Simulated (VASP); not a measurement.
# BaTiO3 (P4mm) in VASP: further runs, part 2 of 2

VASP 6.6.1. The steps go on from the part before.

### 3 Single point, PBE+U

INCAR

```
ALGO     = Normal         # electronic algorithm
EDIFF    = 1E-6           # SCF threshold, eV
ENCUT    = 520            # plane-wave cutoff, eV
GGA      = PE             # functional
ISIF     = 2              # what is computed and relaxed
ISMEAR   = 0              # smearing method
LASPH    = True           # aspherical terms in the spheres
LCHARG   = False          # write CHGCAR
LDAU     = True           # DFT+U
LDAUJ    = 0 0 0        
LDAUL    = -1 2 -1        # shell
LDAUPRINT= 1            
LDAUTYPE = 2            
LDAUU    = 0 4 0          # U, eV
LMAXMIX  = 4              # l up to which the mixer works
LREAL    = False          # projectors in reciprocal space
LWAVE    = False          # write WAVECAR
NBANDS   = 28             # bands
NELM     = 150            # most SCF steps
PREC     = Accurate       # precision mode
SIGMA    = 0.02           # smearing width, eV
```

KPOINTS

```
k-points
0
Gamma
  8 8 8
```

POSCAR

```
BaTiO3
1.0
    4.0068370738      0.0000000000      0.0000000000
    0.0000000000      4.0068370738      0.0000000000
    0.0000000000      0.0000000000      4.0955801104
Ba Ti O
1 1 3
Direct
    0.5000000000      0.5000000000      0.5828872000
    0.0000000000      0.0000000000      0.0963744491
    0.0000000000      0.5000000000      0.0641917929
    0.5000000000      0.0000000000      0.0641917929
    0.0000000000      0.0000000000      0.5523517552
```

Potentials or basis: VASP PAW PBE potentials, release 64 (Ba_sv, Ti_sv, O).

Started as:

```console
$ cat potpaw_PBE.64/Ba_sv/POTCAR potpaw_PBE.64/Ti_sv/POTCAR potpaw_PBE.64/O/POTCAR > POTCAR
$ mpirun -np 1 vasp_std > vasp.out
```

OUTCAR:

```text
EDIFF = 1E-6
   ENCUT = 520
   GGA = PE
   ISIF = 2
   ISMEAR = 0
   LASPH = True
   LREAL = False
   NELM = 150
   PREC = Accurate

 ion  position               nearest neighbor table
   1  0.500  0.500  0.583-   3 2.81   4 2.81   4 2.81   3 2.81   5 2.84   5 2.84   5 2.84   5 2.84
                             3 2.92   4 2.92   3 2.92   4 2.92   2 3.46   2 3.46   2 3.46   2 3.46
   2  0.000  0.000  0.096-   5 1.87   4 2.01   3 2.01   3 2.01   4 2.01   5 2.23   1 3.46   1 3.46
                             1 3.46   1 3.46   1 3.53   1 3.53   1 3.53   1 3.53
   3  0.000  0.500  0.064-   2 2.01   2 2.01   1 2.81   1 2.81   1 2.92   1 2.92
   4  0.500  0.000  0.064-   2 2.01   2 2.01   1 2.81   1 2.81   1 2.92   1 2.92
   5  0.000  0.000  0.552-   2 1.87   2 2.23   1 2.84   1 2.84   1 2.84   1 2.84

  LATTYP: Found a simple tetragonal cell.
 ALAT       =     4.0068370738
 C/A-ratio  =     1.0221479024

  Lattice vectors:

 A1 = (   4.0068370738,   0.0000000000,   0.0000000000)
 A2 = (   0.0000000000,   4.0068370738,   0.0000000000)
 A3 = (   0.0000000000,   0.0000000000,   4.0955801104)

Analysis of symmetry for initial positions (statically):
=====================================================================
 Subroutine PRICEL returns:
 Original cell was already a primitive cell.

 Routine SETGRP: Setting up the symmetry group for a
 simple tetragonal supercell.

 Subroutine GETGRP returns: Found  8 space group operations
 (whereof  8 operations were pure point group operations)
 out of a pool of 16 trial point group operations.

The static configuration has the point symmetry C_4v.

Analysis of symmetry for dynamics (positions and initial velocities):
=====================================================================
 Subroutine PRICEL returns:
 Original cell was already a primitive cell.

 Routine SETGRP: Setting up the symmetry group for a
 simple tetragonal supercell.

 Subroutine GETGRP returns: Found  8 space group operations
 (whereof  8 operations were pure point group operations)
 out of a pool of 16 trial point group operations.

The dynamic configuration has the point symmetry C_4v.

 Subroutine INISYM returns: Found  8 space group operations
 (whereof  8 operations are pure point group operations),
 and found     1 'primitive' translations

----------------------------------------------------------------------------------------

                                     Primitive cell

  volume of cell :      65.7535

  direct lattice vectors                    reciprocal lattice vectors
     4.006837074  0.000000000  0.000000000     0.249573412  0.000000000  0.000000000
     0.000000000  4.006837074  0.000000000     0.000000000  0.249573412  0.000000000
     0.000000000  0.000000000  4.095580110     0.000000000  0.000000000  0.244165655

  length of vectors
     4.006837074  4.006837074  4.095580110     0.249573412  0.249573412  0.244165655

  position of ions in fractional coordinates (direct lattice)
     0.500000000  0.500000000  0.582887200
     0.000000000  0.000000000  0.096374449
     0.000000000  0.500000000  0.064191793
     0.500000000  0.000000000  0.064191793
[... 100 lines left out ...]
     AMIX     =   0.40;   BMIX     =  1.00
     AMIX_MAG =   1.60;   BMIX_MAG =  1.00
  volume/ion in A,a.u.               =      13.15        88.75
  Fermi-wavevector in a.u.,A,eV,Ry     =   1.387145  2.621324 26.179944  1.924172
  Thomas-Fermi vector in A             =   2.511394
   LORBIT       =      0    0 simple, 1 ext, 2 COOP (PROOUT), +10 PAW based schemes
 LDA+U is selected, type is set to LDAUTYPE =  2
   angular momentum for each species LDAUL =    -1    2   -1
   U (eV)           for each species LDAUU =   0.0  4.0  0.0
   J (eV)           for each species LDAUJ =   0.0  0.0  0.0
   GGA     = PE    functional components
   LHFCALC =     F    Hartree Fock is set to
   AEXX    =    0.0000 exact exchange contribution
   IVDW    =     0    specifies the selected vdW correction
   LEPSILON=     F    determine dielectric tensor
   LRPA    =     F    only Hartree local field effects (RPA)
 non-spin polarized calculation
 Gauss-broadening in eV      SIGMA  =   0.02
  energy-cutoff  :      520.00
  volume of cell :       65.75
 maximum number of plane-waves:      1795
 NGX is ok and might be reduce to    30
   NGX = 15   NGY = 15   NGZ = 15

atom =   2  type =  2  l = 2

 onsite density matrix

spin component  1

  0.1016 -0.0000  0.0000 -0.0000 -0.0000
 -0.0000  0.1107  0.0000  0.0000 -0.0000
  0.0000  0.0000  0.2442 -0.0000  0.0000
 -0.0000  0.0000 -0.0000  0.1107  0.0000
 -0.0000 -0.0000  0.0000  0.0000  0.2330

spin component  2

  0.1016 -0.0000  0.0000 -0.0000 -0.0000
 -0.0000  0.1107  0.0000  0.0000 -0.0000
  0.0000  0.0000  0.2442 -0.0000  0.0000
 -0.0000  0.0000 -0.0000  0.1107  0.0000
 -0.0000 -0.0000  0.0000  0.0000  0.2330

 occupancies and eigenvectors

  o =  0.1016  v =  1.0000  0.0000  0.0000  0.0000  0.0000  0.0000  0.0000  0.0000  0.0000  0.0000      0.0000  0.0000  0.0000  0.0000  0.0000  0.0000  0.0000  0.0000  0.0000  0.0000
  o =  0.1016  v =  0.0000  0.0000  0.0000  0.0000  0.0000  1.0000  0.0000  0.0000  0.0000  0.0000      0.0000  0.0000  0.0000  0.0000  0.0000  0.0000  0.0000  0.0000  0.0000  0.0000
  o =  0.1107  v =  0.0000 -0.0013 -0.0000  1.0000  0.0000  0.0000  0.0000  0.0000  0.0000  0.0000      0.0000  0.0000  0.0000  0.0000  0.0000  0.0000  0.0000  0.0000  0.0000  0.0000
  o =  0.1107  v =  0.0000  0.0000  0.0000  0.0000  0.0000  0.0000 -0.0013 -0.0000  1.0000  0.0000      0.0000  0.0000  0.0000  0.0000  0.0000  0.0000  0.0000  0.0000  0.0000  0.0000
  o =  0.1107  v =  0.0000  1.0000  0.0000  0.0013 -0.0000  0.0000  0.0000  0.0000  0.0000  0.0000      0.0000  0.0000  0.0000  0.0000  0.0000  0.0000  0.0000  0.0000  0.0000  0.0000
  o =  0.1107  v =  0.0000  0.0000  0.0000  0.0000  0.0000  0.0000  1.0000  0.0000  0.0013 -0.0000      0.0000  0.0000  0.0000  0.0000  0.0000  0.0000  0.0000  0.0000  0.0000  0.0000
  o =  0.2330  v =  0.0000  0.0000  0.0000  0.0000  0.0000  0.0000 -0.0000  0.0000 -0.0000 -1.0000      0.0000  0.0000  0.0000  0.0000  0.0000  0.0000  0.0000  0.0000  0.0000  0.0000
  o =  0.2330  v =  0.0000 -0.0000  0.0000 -0.0000 -1.0000  0.0000  0.0000  0.0000  0.0000  0.0000      0.0000  0.0000  0.0000  0.0000  0.0000  0.0000  0.0000  0.0000  0.0000  0.0000
  o =  0.2442  v =  0.0000  0.0000  0.0000  0.0000  0.0000  0.0000 -0.0000 -1.0000  0.0000  0.0000      0.0000  0.0000  0.0000  0.0000  0.0000  0.0000  0.0000  0.0000  0.0000  0.0000
  o =  0.2442  v =  0.0000 -0.0000 -1.0000  0.0000  0.0000  0.0000  0.0000  0.0000  0.0000  0.0000      0.0000  0.0000  0.0000  0.0000  0.0000  0.0000  0.0000  0.0000  0.0000  0.0000

 number of electron      39.9999981 magnetization

 Free energy of the ion-electron system (eV)
  ---------------------------------------------------
  ext. energy  EPLUGINS =         0.00000000
  ---------------------------------------------------
  free energy    TOTEN  =       -37.30770495 eV

  energy without entropy =      -37.30770495  energy(sigma->0) =      -37.30770495

 E-fermi :   4.0307     XC(G=0): -11.1247

 val. band max:        3.8711853274   @ k =   0.5000   0.5000   0.5000
 cond. band min:       6.1042432596   @ k =   0.0000   0.0000   0.0000
 fundamental gap:      2.2330579322
 Fermi energy:         4.0307198753

 k-point     1 :       0.0000    0.0000    0.0000
  band No.  band energies     occupation
      1     -53.8903      2.00000
      2     -30.0992      2.00000
      3     -30.0429      2.00000
      4     -30.0429      2.00000
      5     -21.1267      2.00000
      6     -13.1151      2.00000
[... 733 lines left out ...]
     27      11.5623      0.00000
     28      12.3909      0.00000

 [... further k-points ...]
[... 5 lines left out ...]
  --------------------------------------------------------------------------------------
  -------------------------------------------------------------------------------------
  Total        1.8204160      1.8204160      1.9631351      0.0000000      0.0000000      0.0000000
  in kB       44.3570263     44.3570263     47.8345804      0.0000000      0.0000000      0.0000000
  external PRESSURE =      45.5162110 kB  Pullay stress =       0.0000000 kB

 VOLUME and BASIS-vectors are now :
 -----------------------------------------------------------------------------
  energy-cutoff  :      520.00
  volume of cell :       65.75
      direct lattice vectors                 reciprocal lattice vectors
     4.006837074  0.000000000  0.000000000     0.249573412  0.000000000  0.000000000
     0.000000000  4.006837074  0.000000000     0.000000000  0.249573412  0.000000000
     0.000000000  0.000000000  4.095580110     0.000000000  0.000000000  0.244165655

 POSITION                                       TOTAL-FORCE (eV/Angst)
 -----------------------------------------------------------------------------------
      2.00342      2.00342      2.38726        -0.000000      0.000000     -0.035538
      0.00000      0.00000      0.39471        -0.000000      0.000000     -0.505823
      0.00000      2.00342      0.26290         0.000000     -0.000000      0.012903
      2.00342      0.00000      0.26290        -0.000000      0.000000      0.012903
      0.00000      0.00000      2.26220         0.000000      0.000000      0.515554
 -----------------------------------------------------------------------------------
    total drift:                               -0.000000      0.000000     -0.000377

  FREE ENERGIE OF THE ION-ELECTRON SYSTEM (eV)
  ---------------------------------------------------
  free  energy   TOTEN  =       -37.3077049460 eV

  energy  without entropy=      -37.3077049460  energy(sigma->0) =      -37.30770495
```

Run time: 2.6 min. Hardware: 1 thread of AMD EPYC 7R13, shared host; peak memory 0.24 GiB.

What came out:

```
Free energy            : -37.3077 eV
Pressure               : 4.6 GPa
Largest force          : 0.516 eV/Å
Band gap on the k mesh : 2.23 eV (least direct gap 2.66 eV)
```

Forces in eV/Å, atoms in the order of the input:
```
Ba   0.000  0.000 -0.036
Ti   0.000  0.000 -0.506
O    0.000  0.000  0.013
O    0.000  0.000  0.013
O    0.000  0.000  0.516
```

Stress tensor (GPa, compression positive):
```
4.44 0.00 0.00
0.00 4.44 0.00
0.00 0.00 4.78
```

Levels at points of the mesh, in eV from the valence-band top:
```
           k point  band 17  band 18  band 19  band 20  band 21  band 22  band 23  band 24
(0.00, 0.00, 0.00)    -1.20    -0.53    -0.42    -0.42     2.23     2.48     2.48     3.95
(0.50, 0.00, 0.00)    -1.79    -1.67    -1.17    -1.04     2.63     3.86     3.89     3.95
(0.50, 0.50, 0.00)    -2.00    -1.04    -1.04    -0.08     3.92     3.92     4.33     4.35
(0.00, 0.00, 0.50)    -1.89    -1.89    -0.79    -0.79     2.40     3.83     3.83     3.95
(0.50, 0.00, 0.50)    -1.93    -1.03    -0.99    -0.28     3.85     3.90     4.22     4.70
(0.50, 0.50, 0.50)    -2.42    -0.20    -0.20     0.00     4.45     4.45     4.52     6.23
```

Eigenvalues of the final occupation matrices:
```tsv
site	spin	trace	eigenvalues
site 2 d	1	0.80	0.10 0.11 0.11 0.23 0.24
site 2 d	2	0.80	0.10 0.11 0.11 0.23 0.24
```

Caveat: the cell stands under pressure; spin-orbit coupling is left out, which moves the levels of the heavy elements.

### 4 Single point, PBE+U

This run uses another cell than the first one, of 13.28 Å³/atom.

INCAR

```
PREC     = Accurate       # precision mode
ENCUT    = 520            # plane-wave cutoff, eV
EDIFF    = 1E-7           # SCF threshold, eV
ISMEAR   = 0              # smearing method
SIGMA    = 0.02           # smearing width, eV
LREAL    = False          # projectors in reciprocal space
LASPH    = True           # aspherical terms in the spheres
NELM     = 150            # most SCF steps
ALGO     = Normal         # electronic algorithm
ISIF     = 2              # what is computed and relaxed
LWAVE    = False          # write WAVECAR
LCHARG   = False          # write CHGCAR
LMAXMIX  = 4              # l up to which the mixer works
LDAU     = True           # DFT+U
LDAUTYPE = 2            
LDAUL    = -1 2 -1        # shell
LDAUU    = 0 4 0          # U, eV
LDAUJ    = 0 0 0        
LDAUPRINT= 1            
GGA      = PE             # functional
NBANDS   = 28             # bands
```

KPOINTS

```
Automatic mesh
0
Gamma
  8 8 8
```

POSCAR

```
BaTiO3
1.0
    4.0110296215      0.0000000000      0.0000000000
    0.0000000000      4.0110296215      0.0000000000
    0.0000000000      0.0000000000      4.1257107302
Ba Ti O
1 1 3
Direct
    0.5000000000      0.5000000000      0.5848172304
    0.0000000000      0.0000000000      0.0992281792
    0.0000000000      0.5000000000      0.0633774100
    0.5000000000      0.0000000000      0.0633774100
    0.0000000000      0.0000000000      0.5491967605
```

Started as:

```console
$ cat potpaw_PBE.64/Ba_sv/POTCAR potpaw_PBE.64/Ti_sv/POTCAR potpaw_PBE.64/O/POTCAR > POTCAR
$ mpirun -np 1 vasp_std > vasp.out
```

Run time: 2.9 min. Hardware: 1 thread of AMD EPYC 7R13, shared host; peak memory 0.25 GiB.

Results (log left out):

```yaml
Free_energy: -37.3110 eV
Pressure: 3.5 GPa
Largest_force: 0.568 eV/Å
Band_gap_on_the_k_mesh: 2.23 eV (least direct gap 2.70 eV)
```

Forces on the atoms (eV/Å):
```
Ba   0.000  0.000 -0.037
Ti   0.000  0.000 -0.553
O    0.000  0.000  0.011
O    0.000  0.000  0.011
O    0.000  0.000  0.568
```

Stress tensor (GPa, compression positive):
```
3.34 0.00 0.00
0.00 3.34 0.00
0.00 0.00 3.83
```

Levels at points of the mesh, in eV from the valence-band top:
```
           k point  band 16  band 17  band 18  band 19  band 20  band 21  band 22  band 23  band 24  band 25
(0.00, 0.00, 0.00)    -1.40    -1.22    -0.62    -0.47    -0.47     2.23     2.53     2.53     3.94     4.00
(0.50, 0.00, 0.00)    -1.96    -1.80    -1.66    -1.26    -1.11     2.67     3.84     3.87     3.94     5.51
(0.50, 0.50, 0.00)    -2.74    -2.03    -1.07    -1.07    -0.07     3.90     3.90     4.24     4.31     7.41
(0.00, 0.00, 0.50)    -1.95    -1.93    -1.93    -0.79    -0.79     2.39     3.80     3.80     3.94     5.70
(0.50, 0.00, 0.50)    -2.54    -1.94    -1.07    -1.02    -0.33     3.82     3.87     4.17     4.67     7.14
(0.50, 0.50, 0.50)    -2.45    -2.45    -0.25    -0.25     0.00     4.39     4.39     4.49     6.12     6.39
```

Eigenvalues of the final occupation matrices:
| site | spin | trace | eigenvalues |
| --- | --- | --- | --- |
| site 2 d | 1 | 0.80 | 0.10 0.11 0.11 0.23 0.25 |
| site 2 d | 2 | 0.80 | 0.10 0.11 0.11 0.23 0.25 |

Caveat: the cell stands under pressure; spin-orbit coupling is left out, which moves the levels of the heavy elements.
